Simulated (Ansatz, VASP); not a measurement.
**BN: VASP beside Ansatz**

```
B N
1.0
     2.50581    0.00000    0.00000
    -1.25290    2.17009    0.00000
     0.00000    0.00000    4.27086
B N
2 2
Direct
  0.66667 0.33333 0.99980
  0.33333 0.66667 0.49980
  0.66667 0.33333 0.62520
  0.33333 0.66667 0.12520
```

Change from the starting cell: strain -0.015 along x and y, +0.015 along z, atoms carried along.

Alike in both runs: task single point; functional r2SCAN; k mesh 12 × 12 × 6; occupations gaussian, width 0.05 eV; no spin polarisation.

```csv
,VASP,Ansatz
version,VASP 6.6.1,Ansatz 0.2.0
potentials or method,"VASP PAW PBE potentials, release 64 (B, N), cutoff 520 eV","scalar-relativistic, plane waves, PAW"
valence electrons in the cell,16,16
```

Ansatz gave:

* gap on the k mesh at the Fermi level (eV): 5.61
* least direct gap on the mesh (eV): 8.39
* pressure (GPa): 6.6
* traceless stress, the component that is largest in VASP (GPa): -20.43
* rms of the force components (eV/Å): 0.009

Q: Estimate VASP's values.

A: gap on the k mesh at the Fermi level (eV): 5.58; least direct gap on the mesh (eV): 8.37; pressure (GPa): 7.7; traceless stress, the component that is largest in VASP (GPa): -20.55; rms of the force components (eV/Å): 0.002.

VASP's potentials were made for PBE, not for r2SCAN. Atom by atom the forces differ by 0.007 eV/Å (rms over components).
